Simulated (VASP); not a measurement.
# KGeO (P6mm) in VASP: a series of runs

The runs below take KGeO through single point, with PBE.

Everything below comes from runs of VASP 6.6.1. Logs are shortened: lines on timing, memory, paths and dates and some standing lists are left out, and cuts for length are marked.

## Step 1: The cell of the first run

Symmetry: P6mm, No. 183, hexagonal system. The conventional cell has a = 3.907 Å, b = 3.907 Å, c = 7.218 Å, α = 90.00°, β = 90.00°, γ = 120.00°. K (site symmetry 6mm) has 1 O at 2.34 Å and 1 Ge at 3.19 Å within 3.2 Å. Ge (site symmetry 6mm) has 1 O at 1.69 Å within 2.2 Å. Within 2.2 Å of O (site symmetry 6mm) lie 1 Ge at 1.69 Å.

The cell was generated, and may not be a known phase.

## Step 2: Single point, PBE

Input file INCAR:

```
SYSTEM = KGeO
PREC     = Accurate       ! precision mode
ENCUT    = 1340           ! plane-wave cutoff, eV
EDIFF    = 1E-6           ! SCF threshold, eV
ISMEAR   = 0              ! smearing method
SIGMA    = 0.1            ! smearing width, eV
LREAL    = .False.        ! projectors in reciprocal space
LASPH    = .True.         ! aspherical terms in the spheres
NELM     = 120            ! most SCF steps
ALGO     = Normal         ! electronic algorithm
ISIF     = 2              ! what is computed and relaxed
LWAVE    = .False.        ! write WAVECAR
LCHARG   = .False.        ! write CHGCAR
GGA      = PE             ! functional
NBANDS   = 22             ! bands
GGA_COMPAT= .False.
```

Input file KPOINTS:

```
Automatic mesh
0
Gamma
  6 6 4
  0 0 0
```

Input file POSCAR:

```
KGeO
1.0
    3.9071840889     -0.0000000029      0.0000000000
   -1.9535920420      3.3837206797      0.0000000000
    0.0000000000      0.0000000000      7.2180368972
K Ge O
1 1 1
Direct
    0.0000000000      0.0000000000      0.2349680830
    0.0000000000      0.0000000000      0.6766257137
    0.0000000000      0.0000000000      0.9108905133
```

Potentials or basis: VASP PAW PBE potentials, release 64 (K_sv, Ge_d, O_h).

Command:

```sh
cat potpaw_PBE.64/K_sv/POTCAR potpaw_PBE.64/Ge_d/POTCAR potpaw_PBE.64/O_h/POTCAR > POTCAR
mpirun -np 1 vasp_std > vasp.out
```

OUTCAR:

```text
SYSTEM = KGeO
   PREC = Accurate
   ENCUT = 1340
   EDIFF = 1E-6
   ISMEAR = 0
   LREAL = .False.
   LASPH = .True.
   NELM = 120
   ISIF = 2
   GGA = PE

 ion  position               nearest neighbor table
   1  0.000  0.000  0.235-   3 2.34   2 3.19
   2  0.000  0.000  0.677-   3 1.69   1 3.19
   3  0.000  0.000  0.911-   2 1.69   1 2.34

  LATTYP: Found a hexagonal cell.
 ALAT       =     3.9071840889
 C/A-ratio  =     1.8473756887

  Lattice vectors:

 A1 = (   3.9071840889,  -0.0000000029,   0.0000000000)
 A2 = (  -1.9535920420,   3.3837206797,   0.0000000000)
 A3 = (   0.0000000000,   0.0000000000,   7.2180368972)

Analysis of symmetry for initial positions (statically):
=====================================================================
 Subroutine PRICEL returns:
 Original cell was already a primitive cell.

 Routine SETGRP: Setting up the symmetry group for a
 hexagonal supercell.

 Subroutine GETGRP returns: Found 12 space group operations
 (whereof 12 operations were pure point group operations)
 out of a pool of 24 trial point group operations.

The static configuration has the point symmetry C_6v.

Analysis of symmetry for dynamics (positions and initial velocities):
=====================================================================
 Subroutine PRICEL returns:
 Original cell was already a primitive cell.

 Routine SETGRP: Setting up the symmetry group for a
 hexagonal supercell.

 Subroutine GETGRP returns: Found 12 space group operations
 (whereof 12 operations were pure point group operations)
 out of a pool of 24 trial point group operations.

The dynamic configuration has the point symmetry C_6v.

 Subroutine INISYM returns: Found 12 space group operations
 (whereof 12 operations are pure point group operations),
 and found     1 'primitive' translations

----------------------------------------------------------------------------------------

                                     Primitive cell

  volume of cell :      95.4284

  direct lattice vectors                    reciprocal lattice vectors
     3.907184089 -0.000000003  0.000000000     0.255938798  0.147766334  0.000000000
    -1.953592042  3.383720680  0.000000000     0.000000000  0.295532668  0.000000000
     0.000000000  0.000000000  7.218036897     0.000000000  0.000000000  0.138541824

  length of vectors
     3.907184089  3.907184089  7.218036897     0.295532668  0.295532668  0.138541824

  position of ions in fractional coordinates (direct lattice)
     0.000000000  0.000000000  0.234968083
     0.000000000  0.000000000  0.676625714
     0.000000000  0.000000000  0.910890513

  ion indices of the primitive-cell ions
   primitive index   ion index
                 1           1
                 2           2
                 3           3

----------------------------------------------------------------------------------------

 KPOINTS: Automatic mesh

Automatic generation of k-mesh.
 Grid dimensions read from file:
 generate k-points for:    6    6    4

 Generating k-lattice:

  Cartesian coordinates                     Fractional coordinates (reciprocal lattice)
     0.042656466  0.024627722  0.000000000     0.166666667  0.000000000  0.000000000
     0.000000000  0.049255445  0.000000000    -0.000000000  0.166666667  0.000000000
     0.000000000  0.000000000  0.034635456     0.000000000  0.000000000  0.250000000

  Length of vectors
     0.049255445  0.049255445  0.034635456

  Shift w.r.t. Gamma in fractional coordinates (k-lattice)
     0.000000000  0.000000000  0.000000000

 Subroutine IBZKPT returns following result:
 ===========================================

 Found     21 irreducible k-points:

 Following reciprocal coordinates:
            Coordinates               Weight
  0.000000  0.000000  0.000000      1.000000
  0.166667 -0.000000  0.000000      6.000000
  0.333333 -0.000000  0.000000      6.000000
  0.500000 -0.000000  0.000000      3.000000
  0.166667  0.166667  0.000000      6.000000
  0.333333  0.166667  0.000000     12.000000
[... 13 lines left out ...]
  0.333333  0.166667  0.500000     12.000000
  0.333333  0.333333  0.500000      2.000000
   k-points           NKPTS =     21   k-points in BZ     NKDIM =     21   number of bands    NBANDS=     22
   number of dos      NEDOS =    301   number of ions     NIONS =      3
   total plane-waves  NPLWV = 207360
   dimension x,y,z NGX =    48 NGY =   48 NGZ =   90
   dimension x,y,z NGXF=    96 NGYF=   96 NGZF=  180
   ions per type =               1   1   1
   NGX,Y,Z   is equivalent  to a cutoff of  20.42, 20.42, 20.73 a.u.
   NGXF,Y,Z  is equivalent  to a cutoff of  40.85, 40.85, 41.46 a.u.
 SYSTEM =  KGeO
   PREC   = accura    normal or accurate (medium, high low for compatibility)
   ISTART =      0    job   : 0-new  1-cont  2-samecut
   ICHARG =      2    charge: 1-file 2-atom 10-const
   ISPIN  =      1    spin polarized calculation?
   LNONCOLLINEAR =      F non collinear calculations
   LSORBIT =      F    spin-orbit coupling
   LASPH  =      T    aspherical Exc in radial PAW
   ENCUT  = 1340.0 eV  98.49 Ry    9.92 a.u.  11.66 11.66 21.54*2*pi/ulx,y,z
   NELM   =    120;   NELMIN=  2; NELMDL= -5     # of ELM steps
   EDIFF  = 0.1E-05   stopping-criterion for ELM
   LREAL  =      F    real-space projection
   EDIFFG = 0.1E-04   stopping-criterion for IOM
   NSW    =      0    number of steps for IOM
   IBRION =     -1    ionic relax: 0-MD 1-quasi-New 2-CG
   NFREE  =      0    steps in history (QN), initial steepest desc. (CG)
   ISIF   =      2    stress and relaxation
   ISYM   =      2    0-nonsym 1-usesym 2-fastsym
   POTIM  = 0.5000    time-step for ionic-motion
   TEBEG  =    0.0;   TEEND  =   0.0 temperature during run
   PSTRESS=    0.0 pullay stress
   NELECT =      29.0000    total number of electrons
   NUPDOWN=      -1.0000    fix difference up-down
   EMIN   =  10.00;   EMAX   =-10.00  energy-range for DOS
   EFERMI =   0.00;   METHOD = LEGACY
   ISMEAR =     0;   SIGMA  =   0.10  broadening in eV -4-tet -1-fermi 0-gaus
   EFERMI_NEDOS =   21; number of points for ismear=-14 and -15
   IALGO  =     38    algorithm
   IMIX   =      4    mixing-type and parameters
     AMIX     =   0.40;   BMIX     =  1.00
     AMIX_MAG =   1.60;   BMIX_MAG =  1.00
  volume/ion in A,a.u.               =      31.81       214.66
  Fermi-wavevector in a.u.,A,eV,Ry     =   1.100648  2.079923 16.482443  1.211425
  Thomas-Fermi vector in A             =   2.237062
   LORBIT       =      0    0 simple, 1 ext, 2 COOP (PROOUT), +10 PAW based schemes
   GGA     = PE    functional components
   LHFCALC =     F    Hartree Fock is set to
   AEXX    =    0.0000 exact exchange contribution
   IVDW    =     0    specifies the selected vdW correction
   LEPSILON=     F    determine dielectric tensor
   LRPA    =     F    only Hartree local field effects (RPA)
 non-spin polarized calculation
 Gauss-broadening in eV      SIGMA  =   0.10
  energy-cutoff  :     1340.00
  volume of cell :       95.43
 maximum number of plane-waves:     10693
 NGX is ok and might be reduce to    48
   NGX = 23   NGY = 23   NGZ = 43

 number of electron      29.0000002 magnetization

 Free energy of the ion-electron system (eV)
  ---------------------------------------------------
  ext. energy  EPLUGINS =         0.00000000
  ---------------------------------------------------
  free energy    TOTEN  =       -12.09777881 eV

  energy without entropy =      -12.08836653  energy(sigma->0) =      -12.09307267

 E-fermi :   1.1220     XC(G=0):  -7.2409

 val. band max:        1.0930038070   @ k =   0.0000   0.0000   0.0000
 cond. band min:       1.1826653143   @ k =   0.3333   0.3333   0.0000
 fundamental gap:      0.0896615072
 Fermi energy:         1.1220414796

 k-point     1 :       0.0000    0.0000    0.0000
  band No.  band energies     occupation
      1     -30.7156      2.00000
      2     -23.7923      2.00000
      3     -23.7117      2.00000
      4     -23.7117      2.00000
      5     -23.5482      2.00000
      6     -23.5482      2.00000
[... 14 lines left out ...]
     21       7.4483      0.00000
     22       8.1451      0.00000

 k-point     2 :       0.1667   -0.0000    0.0000
  band No.  band energies     occupation
      1     -30.7082      2.00000
      2     -23.7918      2.00000
      3     -23.7117      2.00000
      4     -23.7103      2.00000
      5     -23.5488      2.00000
      6     -23.5483      2.00000
[... 14 lines left out ...]
     21       7.7212      0.00000
     22       8.4065      0.00000

 k-point     3 :       0.3333   -0.0000    0.0000
  band No.  band energies     occupation
      1     -30.6935      2.00000
      2     -23.7906      2.00000
      3     -23.7117      2.00000
      4     -23.7075      2.00000
      5     -23.5499      2.00000
      6     -23.5486      2.00000
[... 14 lines left out ...]
     21       7.7376      0.00000
     22       7.9083      0.00000

 k-point     4 :       0.5000   -0.0000    0.0000
  band No.  band energies     occupation
      1     -30.6861      2.00000
      2     -23.7900      2.00000
      3     -23.7118      2.00000
      4     -23.7061      2.00000
      5     -23.5505      2.00000
      6     -23.5488      2.00000
[... 14 lines left out ...]
     21       7.5351      0.00000
     22       7.9263      0.00000

 k-point     5 :       0.1667    0.1667    0.0000
  band No.  band energies     occupation
      1     -30.6972      2.00000
      2     -23.7909      2.00000
      3     -23.7114      2.00000
      4     -23.7085      2.00000
      5     -23.5495      2.00000
      6     -23.5487      2.00000
[... 14 lines left out ...]
     21       7.4139      0.00000
     22       7.7662      0.00000

 k-point     6 :       0.3333    0.1667    0.0000
  band No.  band energies     occupation
      1     -30.6861      2.00000
      2     -23.7900      2.00000
      3     -23.7108      2.00000
      4     -23.7070      2.00000
      5     -23.5502      2.00000
      6     -23.5491      2.00000
[... 14 lines left out ...]
     21       7.3641      0.00000
     22       8.6269      0.00000

 k-point     7 :       0.3333    0.3333    0.0000
  band No.  band energies     occupation
      1     -30.6824      2.00000
      2     -23.7897      2.00000
      3     -23.7086      2.00000
      4     -23.7086      2.00000
      5     -23.5498      2.00000
      6     -23.5498      2.00000
[... 249 lines left out ...]
      6     -23.5486      2.00000
[... 14 lines left out ...]
     21       7.3879      0.00000
     22       7.5902      0.00000

 k-point    18 :       0.5000   -0.0000    0.5000
  band No.  band energies     occupation
      1     -30.6860      2.00000
      2     -23.7910      2.00000
      3     -23.7118      2.00000
      4     -23.7061      2.00000
      5     -23.5505      2.00000
      6     -23.5488      2.00000
[... 14 lines left out ...]
     21       6.9949      0.00000
     22       7.5259      0.00000

 k-point    19 :       0.1667    0.1667    0.5000
  band No.  band energies     occupation
      1     -30.6971      2.00000
      2     -23.7919      2.00000
      3     -23.7114      2.00000
      4     -23.7085      2.00000
      5     -23.5495      2.00000
      6     -23.5487      2.00000
[... 14 lines left out ...]
     21       7.4091      0.00000
     22       7.4413      0.00000

 k-point    20 :       0.3333    0.1667    0.5000
  band No.  band energies     occupation
      1     -30.6860      2.00000
      2     -23.7910      2.00000
      3     -23.7108      2.00000
      4     -23.7070      2.00000
      5     -23.5502      2.00000
      6     -23.5491      2.00000
[... 14 lines left out ...]
     21       6.8226      0.00000
     22       8.4469      0.00000

 k-point    21 :       0.3333    0.3333    0.5000
  band No.  band energies     occupation
      1     -30.6823      2.00000
      2     -23.7907      2.00000
      3     -23.7086      2.00000
      4     -23.7086      2.00000
      5     -23.5498      2.00000
      6     -23.5498      2.00000
[... 14 lines left out ...]
     21       5.8714      0.00000
     22       8.2442      0.00000

------------------------ aborting loop because EDIFF is reached ----------------------------------------

  FORCE on cell =-STRESS in cart. coord.  units (eV):
  Direction    XX          YY          ZZ          XY          YZ          ZX
  --------------------------------------------------------------------------------------
  -------------------------------------------------------------------------------------
  Total        0.0004052      0.0004052     -0.0869776     -0.0000000      0.0000000     -0.0000000
  in kB        0.0068023      0.0068023     -1.4602949     -0.0000000      0.0000000     -0.0000000
  external PRESSURE =      -0.4822301 kB  Pullay stress =       0.0000000 kB

 VOLUME and BASIS-vectors are now :
 -----------------------------------------------------------------------------
  energy-cutoff  :     1340.00
  volume of cell :       95.43
      direct lattice vectors                 reciprocal lattice vectors
     3.907184089 -0.000000003  0.000000000     0.255938798  0.147766334  0.000000000
    -1.953592042  3.383720680  0.000000000     0.000000000  0.295532668  0.000000000
     0.000000000  0.000000000  7.218036897     0.000000000  0.000000000  0.138541824

 POSITION                                       TOTAL-FORCE (eV/Angst)
 -----------------------------------------------------------------------------------
      0.00000      0.00000      1.69601        -0.000000      0.000000      0.026417
      0.00000      0.00000      4.88391         0.000000     -0.000000      0.161103
      0.00000      0.00000      6.57484        -0.000000      0.000000     -0.187521
 -----------------------------------------------------------------------------------
    total drift:                                0.000000      0.000000      0.000126

  FREE ENERGIE OF THE ION-ELECTRON SYSTEM (eV)
  ---------------------------------------------------
  free  energy   TOTEN  =       -12.0977788065 eV

  energy  without entropy=      -12.0883665251  energy(sigma->0) =      -12.09307267
```

Run time: 2.2 min. Hardware: 1 thread of Intel Xeon Platinum 8488C (Sapphire Rapids), shared host; peak memory 0.56 GiB.

What came out:

```
Free energy            : -12.0978 eV
Pressure               : 0.0 GPa
Largest force          : 0.188 eV/Å
Band gap on the k mesh : zero (an odd number of electrons rules out a gap without spin polarisation)
```

Forces in eV/Å, atoms in the order of the input:
```
K    0.000  0.000  0.026
Ge   0.000  0.000  0.161
O    0.000  0.000 -0.188
```

Levels at points of the mesh, in eV from the Fermi level:
```csv
k point,band 10,band 11,band 12,band 13,band 14,band 15,band 16,band 17,band 18,band 19
"(0.00, 0.00, 0.00)",-15.11,-7.94,-4.18,-2.69,-2.69,-0.03,2.46,3.51,3.51,5.03
"(0.50, 0.00, 0.00)",-15.06,-7.15,-3.83,-3.46,-2.89,-0.70,2.10,2.45,3.13,4.56
"(0.00, 0.00, 0.50)",-15.08,-8.18,-3.61,-2.70,-2.70,-0.51,3.17,3.66,3.66,4.66
"(0.50, 0.00, 0.50)",-15.04,-7.38,-3.86,-2.97,-2.90,-0.59,1.99,2.58,3.16,4.31
```

Caveat: an odd number of electrons without spin polarisation forces a metal; a magnetic or distorted state may lie lower.

## Step 3: Single point, PBE

Input file INCAR:

```
SYSTEM = KGeO
ALGO = Normal
EDIFF = 1E-6
ENCUT = 1340
GGA = PE
GGA_COMPAT = .FALSE.
ISIF = 2
ISMEAR = 0
LASPH = .TRUE.
LCHARG = .FALSE.
LREAL = .FALSE.
LWAVE = .FALSE.
NBANDS = 22
NELM = 120
PREC = Accurate
SIGMA = 0.1
```

Input file KPOINTS:

```
k-points
0
G
  12 12 8
  0 0 0
```

Input file POSCAR:

```
KGeO
1.0
    3.9058947945      0.0000000000      0.0000000000
   -1.9529473973      3.3826041165      0.0000000000
    0.0000000000      0.0000000000      7.2153329944
K Ge O
1 1 1
Direct
    0.0000000000      0.0000000000      0.2348244192
    0.0000000000      0.0000000000      0.6766556460
    0.0000000000      0.0000000000      0.9110042449
```

Potentials or basis: VASP PAW PBE potentials, release 64 (K_sv, Ge_d, O_h).

Command:

```sh
cat potpaw_PBE.64/K_sv/POTCAR potpaw_PBE.64/Ge_d/POTCAR potpaw_PBE.64/O_h/POTCAR > POTCAR
mpirun -np 1 vasp_std > vasp.out
```

Wall time 9.2 min (1 thread of Intel Xeon Platinum 8488C (Sapphire Rapids), shared host); peak memory 1.1 GiB.

Results (log left out):

| Property | Result |
| --- | --- |
| Free energy | -12.1076 eV |
| Pressure | -0.1 GPa |
| Largest force | 0.159 eV/Å |
| Band gap on the k mesh | zero (an odd number of electrons rules out a gap without spin polarisation) |

Forces in eV/Å, atoms in the order of the input:
```
K    0.000  0.000  0.039
Ge   0.000  0.000  0.120
O    0.000  0.000 -0.159
```

Stress tensor (GPa, compression positive):
```
-0.05  0.00  0.00
 0.00 -0.05  0.00
 0.00  0.00 -0.23
```

Levels at points of the mesh, in eV from the Fermi level:
```tsv
k point	band 11	band 12	band 13	band 14	band 15	band 16	band 17	band 18
(0.00, 0.00, 0.00)	-7.86	-4.11	-2.62	-2.62	0.02	2.53	3.60	3.60
(0.50, 0.00, 0.00)	-7.07	-3.75	-3.39	-2.81	-0.63	2.15	2.53	3.19
(0.00, 0.00, 0.50)	-8.10	-3.53	-2.62	-2.62	-0.46	3.23	3.75	3.75
(0.50, 0.00, 0.50)	-7.30	-3.79	-2.89	-2.82	-0.51	2.04	2.67	3.22
```

Caveat: an odd number of electrons without spin polarisation forces a metal; a magnetic or distorted state may lie lower.

The gap in the log of VASP goes by the Fermi energy; the results here count the filled bands.